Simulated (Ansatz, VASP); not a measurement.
## One calculation of LiGeN, two programs

```xyz
6
Lattice="3.0124 0.0000 0.0000 -1.5062 2.6088 0.0000 0.0000 0.0000 9.4195" Properties=species:S:1:pos:R:3 pbc="T T T"
Li    1.5062    0.8696    7.0024
Li    0.0000    1.7392    2.2926
Ge    0.0000    0.0000    4.6911
Ge    0.0000    0.0000    9.4008
N     0.0000    1.7392    5.6820
N     1.5062    0.8696    0.9723
```

Alike in both runs: task single point; functional PBE; k mesh 6 × 6 × 2; occupations gaussian, width 0.1 eV; no spin polarisation.

|  | VASP | Ansatz |
| --- | --- | --- |
| version | VASP 6.6.1 | Ansatz 0.2.0 |
| potentials or method | VASP PAW PBE potentials, release 64 (Li_sv, Ge_d, N), cutoff 520 eV | scalar-relativistic, plane waves, PAW |
| valence electrons in the cell | 44 | 44 |

Ansatz gave:

* gap on the k mesh at the Fermi level (eV): 1.47
* least direct gap on the mesh (eV): 2.45
* rms of the force components (eV/Å): 0.030

Q: What did VASP give for the same quantities?

A: gap on the k mesh at the Fermi level (eV): 1.47; least direct gap on the mesh (eV): 2.45; rms of the force components (eV/Å): 0.034.

Atom by atom the forces differ by 0.008 eV/Å (rms over components). With one functional, cell and mesh, what is left measures potentials, basis and numerics.

Noted on VASP's run: the cutoff is short for stress, so the pressure is rough.
